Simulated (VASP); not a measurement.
**Sn: single point with RPBE**

The system is Sn.

```
Sn
1.0
     0.00000    3.27544    3.27544
     3.27544    0.00000    3.27544
     3.27544    3.27544    0.00000
Sn
2
Direct
  0.50000 0.50000 0.50000
  0.75000 0.75000 0.75000
```

This isn't the form of Sn at room conditions, which is tetragonal (white tin).

```yaml
Program: VASP 6.6.1
Task: single point
Functional: RPBE
Potentials_or_basis: VASP PAW PBE potentials, release 64 (Sn_d)
Cutoff: 520 eV
k_mesh: 13 × 13 × 13
Occupations: fermi-dirac, width 0.1 eV
Spin: no spin polarisation
```

```json
{"Pressure": "3.2 GPa", "Band gap on the k mesh": "zero (bands 14 and 15 overlap by 0.07 eV)"}
```

Levels at points of the mesh, in eV from the Fermi level:
```
           k point  band 12  band 13  band 14  band 15  band 16  band 17
(0.00, 0.00, 0.00)    -0.82     0.02     0.02     0.02     2.10     2.10
```

Wall time 69 s on 1 thread of AMD EPYC 9R45 96-Core Processor (Zen 5) (shared host), peak memory 0.23 GiB.

Caveat: the cell stands under pressure; the PAW data sets were made with another functional, which shifts forces and pressure a little; spin-orbit coupling is left out, which moves the levels of the heavy elements.
